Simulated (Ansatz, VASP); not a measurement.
## HfO2: VASP beside Ansatz

Contents of POSCAR:

```
HfO2
1.0
    0.0000000000      2.4280150264      2.4280150264
    2.4280150264      0.0000000000      2.4280150264
    2.4280150264      2.4280150264      0.0000000000
Hf O
1 2
Direct
    0.0000000000      0.0000000000      0.0000000000
    0.2500000000      0.2500000000      0.2500000000
    0.7500000000      0.7500000000      0.7500000000
```

Contents of INCAR.step1:

```
SYSTEM = HfO2
PREC     = Accurate       ! precision mode
ENCUT    = 520            ! plane-wave cutoff, eV
EDIFF    = 1E-5           ! SCF threshold, eV
ISMEAR   = 0              ! smearing method
SIGMA    = 0.01           ! smearing width, eV
LREAL    = .FALSE.        ! projectors in reciprocal space
LASPH    = .TRUE.         ! aspherical terms in the spheres
NELM     = 60             ! most SCF steps
ALGO     = Normal         ! electronic algorithm
ISIF     = 2              ! what is computed and relaxed
LWAVE    = .TRUE.         ! write WAVECAR
LCHARG   = .FALSE.        ! write CHGCAR
NBANDS   = 18             ! bands
GGA      = PE             ! functional
```

Contents of INCAR.step2:

```
SYSTEM = HfO2
PREC     = Accurate       ! precision mode
ENCUT    = 520            ! plane-wave cutoff, eV
EDIFF    = 1E-6           ! SCF threshold, eV
ISMEAR   = 0              ! smearing method
SIGMA    = 0.01           ! smearing width, eV
LREAL    = .FALSE.        ! projectors in reciprocal space
LASPH    = .TRUE.         ! aspherical terms in the spheres
NELM     = 60             ! most SCF steps
ALGO     = Normal         ! electronic algorithm
ISIF     = 2              ! what is computed and relaxed
LWAVE    = .FALSE.        ! write WAVECAR
LCHARG   = .FALSE.        ! write CHGCAR
GGA      = PE             ! functional
LHFCALC  = .TRUE.         ! exact exchange
HFSCREEN = 0.2079         ! screening, 1/A
PRECFOCK = Normal       
NBANDS   = 18             ! bands
ISTART   = 1
```

KPOINTS

```
regular mesh
0
G
  6 6 6
  0 0 0
```

Input for Ansatz:

```yaml
crystal:
  lattice:
    - [0.0, 2.4280150264, 2.4280150264]
    - [2.4280150264, 0.0, 2.4280150264]
    - [2.4280150264, 2.4280150264, 0.0]
  atoms:
    - { symbol: Hf, position: [0.0, 0.0, 0.0] }
    - { symbol: O, position: [0.25, 0.25, 0.25] }
    - { symbol: O, position: [0.75, 0.75, 0.75] }
kpoints:
  mp_grid: { grid: [6, 6, 6] }
  band_path:
    path:
      - [0.0, 0.0, 0.0]
      - [0.5, 0.0, 0.5]
      - [0.625, 0.25, 0.625]
      - [0.375, 0.375, 0.75]
      - [0.5, 0.5, 0.5]
      - [0.5, 0.25, 0.75]
      - [0.0, 0.5, 0.5]
    npoints: 1
hamiltonian:
  xc: hse06
scf:
  occupations: { method: fixed }
  n_extra_bands: 4
output:
  forces: true
  stress: true
  eigenvalues: true
```

Change from the starting cell: hydrostatic strain -4.0%.

Alike in both runs: task single point; functional HSE06; k mesh 6 × 6 × 6; no spin polarisation.

|  | VASP | Ansatz |
| --- | --- | --- |
| version | VASP 6.6.1 | Ansatz 0.2.0 |
| potentials or method | VASP PAW PBE potentials, release 64 (Hf_pv, O) | plane waves, PAW |
| plane-wave cutoff (eV) | 520 | 420 |
| occupations | gaussian, width 0.01 eV | fixed |
| valence electrons in the cell | 22 | 38 |

|  | VASP | Ansatz | Ansatz less VASP |
| --- | --- | --- | --- |
| gap on the k mesh at the Fermi level (eV) | 5.74 | 5.75 | +0.009 |
| pressure (GPa) | 35.6 | 42.1 | +6.50 |

The pressures are high and differ by over a tenth, so treat them with care. VASP's potentials hold 22 valence electrons a cell and Ansatz's 38, so a difference there can come from the potentials and not from the codes. Ansatz's warnings: stress exchange threshold loose, stress scf threshold loose.

Spin-orbit coupling is off throughout.
